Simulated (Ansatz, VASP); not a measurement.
Two plane-wave programs on C

```
C
1.0
     5.03020    0.00000    0.00000
     0.00000    7.11378    0.00000
     0.00000    0.00000   24.39835
C
48
Direct
  0.25000 0.50000 0.32789
  0.25000 0.00000 0.32789
  0.75000 0.50000 0.32789
  0.75000 0.00000 0.32789
  0.50000 0.62500 0.32789
  0.50000 0.12500 0.32789
  0.00000 0.62500 0.32789
  0.00000 0.12500 0.32789
  0.50000 0.75000 0.37943
  0.50000 0.25000 0.37943
  0.00000 0.75000 0.37943
  0.00000 0.25000 0.37943
  0.75000 0.87500 0.37943
  0.75000 0.37500 0.37943
  0.25000 0.87500 0.37943
  0.25000 0.37500 0.37943
  0.75000 0.00000 0.43098
  0.75000 0.50000 0.43098
  0.25000 0.00000 0.43098
  0.25000 0.50000 0.43098
  0.00000 0.12500 0.43098
  0.00000 0.62500 0.43098
  0.50000 0.12500 0.43098
  0.50000 0.62500 0.43098
  0.00000 0.25053 0.48226
  0.00000 0.75058 0.48225
  0.50001 0.25056 0.48225
  0.49999 0.75056 0.48225
  0.25000 0.37442 0.48225
  0.25000 0.87447 0.48226
  0.75001 0.37444 0.48225
  0.74999 0.87444 0.48225
  0.24998 0.50462 0.53539
  0.24999 0.00459 0.53542
  0.75000 0.50462 0.53539
  0.75002 0.00462 0.53542
  0.50000 0.62039 0.53539
  0.49998 0.12037 0.53542
  0.00002 0.62038 0.53540
  0.00001 0.12041 0.53542
  0.50003 0.76458 0.57907
  0.49995 0.26484 0.57900
  0.00009 0.76464 0.57905
  0.99992 0.26468 0.57911
  0.75005 0.86017 0.57902
  0.74998 0.36042 0.57907
  0.25009 0.86031 0.57910
  0.24991 0.36037 0.57905
```

Alike in both runs: task single point; functional PBE; dispersion D3(BJ); k mesh 3 × 2 × 1; occupations gaussian, width 0.05 eV; no spin polarisation.

```csv
,VASP,Ansatz
version,VASP 6.6.1,Ansatz 0.2.0
potentials or method,"VASP PAW PBE potentials, release 64 (C), cutoff 520 eV","scalar-relativistic, plane waves, PAW"
valence electrons in the cell,192,192
```

Ansatz gave:

| Quantity | Value |
| --- | --- |
| gap on the k mesh at the Fermi level (eV) | none |
| rms of the force components (eV/Å) | 1.168 |
| work function, face that differs most (eV) | 5.98 |

**Question.** What did VASP give for the same quantities?

**Answer.** gap on the k mesh at the Fermi level (eV): none; rms of the force components (eV/Å): 1.164; work function, face that differs most (eV): 5.97.

Atom by atom the forces differ by 0.011 eV/Å (rms over components). A gap of «none» marks a metal or a gap that the smearing closes. Ansatz's warnings: structure snapped to symmetry.

The k mesh is coarse, so the values compare programs but aren't converged.
